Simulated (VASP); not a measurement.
# Si (Fd-3m) in VASP: further runs, part 2 of 2

VASP 6.6.1. Earlier steps stand in the parts before.

## 4. Single point, PBE+D3(BJ)

This run uses another cell than the first one, of 19.91 Å³/atom, 0.987 times its volume.

INCAR

```
SYSTEM = Si
ALGO = Normal
EDIFF = 1E-6
ENCUT = 520
GGA = PE
ISIF = 2
ISMEAR = -1
IVDW = 12
LASPH = .True.
LCHARG = .False.
LREAL = .False.
LWAVE = .False.
NBANDS = 11
NELM = 60
PREC = Accurate
SIGMA = 0.05
```

KPOINTS

```
k-points
0
Gamma
  8 8 8
  0 0 0
```

POSCAR

```
Si
1.0
    0.0000000000      2.7104250598      2.7104250598
    2.7104250598      0.0000000000      2.7104250598
    2.7104250598      2.7104250598      0.0000000000
Si
2
Direct
    0.5000000000      0.5000000000      0.5000000000
    0.7500000000      0.7500000000      0.7500000000
```

Potentials or basis: VASP PAW PBE potentials, release 64 (Si).

Run with:

```console
$ cat potpaw_PBE.64/Si/POTCAR > POTCAR
$ mpirun -np 1 vasp_std > vasp.out
```

OUTCAR:

```text
SYSTEM = Si
   EDIFF = 1E-6
   ENCUT = 520
   GGA = PE
   ISIF = 2
   ISMEAR = -1
   IVDW = 12
   LASPH = .True.
   LREAL = .False.
   NELM = 60
   PREC = Accurate
 IVDW          = 12

 ion  position               nearest neighbor table
   1  0.500  0.500  0.500-   2 2.35   2 2.35   2 2.35   2 2.35
   2  0.750  0.750  0.750-   1 2.35   1 2.35   1 2.35   1 2.35

  LATTYP: Found a face centered cubic cell.
 ALAT       =     5.4208501196

  Lattice vectors:

 A1 = (   0.0000000000,   2.7104250598,   2.7104250598)
 A2 = (   2.7104250598,   0.0000000000,   2.7104250598)
 A3 = (   2.7104250598,   2.7104250598,   0.0000000000)

Analysis of symmetry for initial positions (statically):
=====================================================================
 Subroutine PRICEL returns:
 Original cell was already a primitive cell.

 Routine SETGRP: Setting up the symmetry group for a
 face centered cubic supercell.

 Subroutine GETGRP returns: Found 48 space group operations
 (whereof 24 operations were pure point group operations)
 out of a pool of 48 trial point group operations.

The static configuration has the point symmetry T_d .
 The point group associated with its full space group is O_h .

Analysis of symmetry for dynamics (positions and initial velocities):
=====================================================================
 Subroutine PRICEL returns:
 Original cell was already a primitive cell.

 Routine SETGRP: Setting up the symmetry group for a
 face centered cubic supercell.

 Subroutine GETGRP returns: Found 48 space group operations
 (whereof 24 operations were pure point group operations)
 out of a pool of 48 trial point group operations.

The dynamic configuration has the point symmetry T_d .
 The point group associated with its full space group is O_h .

 Subroutine INISYM returns: Found 48 space group operations
 (whereof 24 operations are pure point group operations),
 and found     1 'primitive' translations

----------------------------------------------------------------------------------------

                                     Primitive cell

  volume of cell :      39.8238

  direct lattice vectors                    reciprocal lattice vectors
     0.000000000  2.710425060  2.710425060    -0.184472911  0.184472911  0.184472911
     2.710425060  0.000000000  2.710425060     0.184472911 -0.184472911  0.184472911
     2.710425060  2.710425060  0.000000000     0.184472911  0.184472911 -0.184472911

  length of vectors
     3.833119879  3.833119879  3.833119879     0.319516454  0.319516454  0.319516454

  position of ions in fractional coordinates (direct lattice)
     0.500000000  0.500000000  0.500000000
     0.750000000  0.750000000  0.750000000

  ion indices of the primitive-cell ions
   primitive index   ion index
                 1           1
                 2           2

----------------------------------------------------------------------------------------

 KPOINTS: k-points

Automatic generation of k-mesh.
 Grid dimensions read from file:
 generate k-points for:    8    8    8
[... 24 lines left out ...]
  0.375000  0.000000  0.000000      8.000000
  0.500000  0.000000  0.000000      4.000000
  0.125000  0.125000  0.000000      6.000000
[... 16 lines left out ...]
  0.500000  0.250000  0.125000     48.000000
 -0.375000  0.250000  0.125000     24.000000
 [... further k-points ...]
   k-points           NKPTS =     29   k-points in BZ     NKDIM =     29   number of bands    NBANDS=     11
   number of dos      NEDOS =    301   number of ions     NIONS =      2
   total plane-waves  NPLWV =  27000
   dimension x,y,z NGX =    30 NGY =   30 NGZ =   30
   dimension x,y,z NGXF=    60 NGYF=   60 NGZF=   60
   ions per type =               2
   NGX,Y,Z   is equivalent  to a cutoff of  13.01, 13.01, 13.01 a.u.
   NGXF,Y,Z  is equivalent  to a cutoff of  26.02, 26.02, 26.02 a.u.
 SYSTEM =  Si
   PREC   = accura    normal or accurate (medium, high low for compatibility)
   ISTART =      0    job   : 0-new  1-cont  2-samecut
   ICHARG =      2    charge: 1-file 2-atom 10-const
   ISPIN  =      1    spin polarized calculation?
   LNONCOLLINEAR =      F non collinear calculations
   LSORBIT =      F    spin-orbit coupling
   LASPH  =      T    aspherical Exc in radial PAW
   ENCUT  =  520.0 eV  38.22 Ry    6.18 a.u.   7.13  7.13  7.13*2*pi/ulx,y,z
   NELM   =     60;   NELMIN=  2; NELMDL= -5     # of ELM steps
   EDIFF  = 0.1E-05   stopping-criterion for ELM
   LREAL  =      F    real-space projection
   EDIFFG = 0.1E-04   stopping-criterion for IOM
   NSW    =      0    number of steps for IOM
   IBRION =     -1    ionic relax: 0-MD 1-quasi-New 2-CG
   NFREE  =      0    steps in history (QN), initial steepest desc. (CG)
   ISIF   =      2    stress and relaxation
   ISYM   =      2    0-nonsym 1-usesym 2-fastsym
   POTIM  = 0.5000    time-step for ionic-motion
   TEBEG  =    0.0;   TEEND  =   0.0 temperature during run
   PSTRESS=    0.0 pullay stress
   NELECT =       8.0000    total number of electrons
   NUPDOWN=      -1.0000    fix difference up-down
   EMIN   =  10.00;   EMAX   =-10.00  energy-range for DOS
   EFERMI =   0.00;   METHOD = LEGACY
   ISMEAR =    -1;   SIGMA  =   0.05  broadening in eV -4-tet -1-fermi 0-gaus
   EFERMI_NEDOS =   21; number of points for ismear=-14 and -15
   IALGO  =     38    algorithm
   IMIX   =      4    mixing-type and parameters
     AMIX     =   0.40;   BMIX     =  1.00
     AMIX_MAG =   1.60;   BMIX_MAG =  1.00
  volume/ion in A,a.u.               =      19.91       134.37
  Fermi-wavevector in a.u.,A,eV,Ry     =   0.958791  1.811853 12.507574  0.919281
  Thomas-Fermi vector in A             =   2.087930
   LORBIT       =      0    0 simple, 1 ext, 2 COOP (PROOUT), +10 PAW based schemes
   GGA     = PE    functional components
   LHFCALC =     F    Hartree Fock is set to
   AEXX    =    0.0000 exact exchange contribution
   IVDW    =    12    specifies the selected vdW correction
   LEPSILON=     F    determine dielectric tensor
   LRPA    =     F    only Hartree local field effects (RPA)
 non-spin polarized calculation
  energy-cutoff  :      520.00
  volume of cell :       39.82
 maximum number of plane-waves:      1090
 NGX is ok and might be reduce to    30
   NGX = 15   NGY = 15   NGZ = 15

 number of electron       8.0000000 magnetization

 Free energy of the ion-electron system (eV)
  ---------------------------------------------------
  ext. energy  EPLUGINS =         0.00000000
  ---------------------------------------------------
  free energy    TOTEN  =       -10.83797083 eV

  energy without entropy =      -10.83794014  energy(sigma->0) =      -10.83795549

 E-fermi :   6.1652     XC(G=0):  -9.4298

 val. band max:        5.8823973674   @ k =   0.0000   0.0000   0.0000
 cond. band min:       6.4893237832   @ k =   0.3750   0.3750   0.0000
 fundamental gap:      0.6069264158
 Fermi energy:         6.1651764287

 k-point     1 :       0.0000    0.0000    0.0000
  band No.  band energies     occupation
      1      -6.1128      2.00000
      2       5.8824      1.99303
      3       5.8824      1.99303
      4       5.8824      1.99303
      5       8.4499      0.00000
      6       8.4499      0.00000
      7       8.4499      0.00000
      8       9.3192      0.00000
      9      13.6046      0.00000
     10      13.6046      0.00000
     11      13.8635      0.00000
[... 309 lines left out ...]
 k-point    24 :      -0.3750    0.2500    0.1250
  band No.  band energies     occupation
      1      -3.2265      2.00000
      2      -0.9205      2.00000
      3       2.4202      2.00000
      4       3.7139      2.00000
      5       8.9628      0.00000
      6       9.0104      0.00000
      7      11.8108      0.00000
      8      13.0131      0.00000
      9      13.3040      0.00000
     10      16.4839      0.00000
     11      17.6222      0.00000

 [... further k-points ...]

------------------------ aborting loop because EDIFF is reached ----------------------------------------

 Edisp (eV)   -0.63172

 E8    (eV) :    -0.2619

  FORCE on cell =-STRESS in cart. coord.  units (eV):
  Direction    XX          YY          ZZ          XY          YZ          ZX
  --------------------------------------------------------------------------------------
  -------------------------------------------------------------------------------------
  Total      -0.00917    -0.00917    -0.00917    -0.00000    -0.00000     0.00000
  in kB      -0.36880    -0.36880    -0.36880    -0.00000    -0.00000     0.00000
  external pressure =       -0.37 kB  Pullay stress =        0.00 kB

 VOLUME and BASIS-vectors are now :
 -----------------------------------------------------------------------------
  energy-cutoff  :      520.00
  volume of cell :       39.82
      direct lattice vectors                 reciprocal lattice vectors
     0.000000000  2.710425060  2.710425060    -0.184472911  0.184472911  0.184472911
     2.710425060  0.000000000  2.710425060     0.184472911 -0.184472911  0.184472911
     2.710425060  2.710425060  0.000000000     0.184472911  0.184472911 -0.184472911

 POSITION                                       TOTAL-FORCE (eV/Angst)
 -----------------------------------------------------------------------------------
      2.71043      2.71043      2.71043        -0.000000     -0.000000      0.000000
      4.06564      4.06564      4.06564         0.000000      0.000000     -0.000000
 -----------------------------------------------------------------------------------
    total drift:                                0.000000     -0.000000     -0.000000

  FREE ENERGIE OF THE ION-ELECTRON SYSTEM (eV)
  ---------------------------------------------------
  free  energy   TOTEN  =       -11.4696893011 eV

  energy  without entropy=      -11.4696586151  energy(sigma->0) =      -11.46967396
```

stdout:

```text
POSCAR found type information on POSCAR Si
 POSCAR found :  1 types and       2 ions
 scaLAPACK will be used
 LDA part: xc-table for (Slater+PW92), standard interpolation
 POSCAR, INCAR and KPOINTS ok, starting setup
 FFT: planning ... GRIDC
 FFT: planning ... GRID_SOFT
 FFT: planning ... GRID
 WAVECAR not read
 entering main loop
```

It took 12 s on 1 thread of AMD EPYC 9R45 (Zen 5), shared host; peak memory 0.13 GiB.

Results:

| Property | Result |
| --- | --- |
| Free energy | -11.4697 eV |
| Pressure | 0.0 GPa |
| Band gap on the k mesh | 0.61 eV, indirect (least direct gap 2.57 eV) |
| Dispersion energy per atom | -0.316 eV |

A k mesh can miss the band edges. As with any semilocal functional, this PBE gap is likely too small.

## 5. Overview

| level | cell | smearing | gap on the mesh (eV) | pressure (GPa) |
| --- | --- | --- | --- | --- |
| PBE | a = 3.849 Å, angles 60.0°, 2 atoms | gaussian 0.025 eV | 0.63 | 1.3 |
| RPBE | a = 3.890 Å, angles 60.0°, 2 atoms | fermi-dirac 0.05 eV | 0.74 | -0.2 |
| PBE+D3(BJ) | a = 3.833 Å, angles 60.0°, 2 atoms | fermi-dirac 0.05 eV | 0.61 | 0.0 |

Alike in all rows: task single point; potentials or basis VASP PAW PBE potentials, release 64 (Si); no spin polarisation; k mesh 8 × 8 × 8; cutoff (eV) 520.

Caveats: the PAW data sets were made with another functional, which shifts forces and pressure a little (some runs).

Total energies depend on the potentials used, so only differences within one code and one set of settings carry meaning.
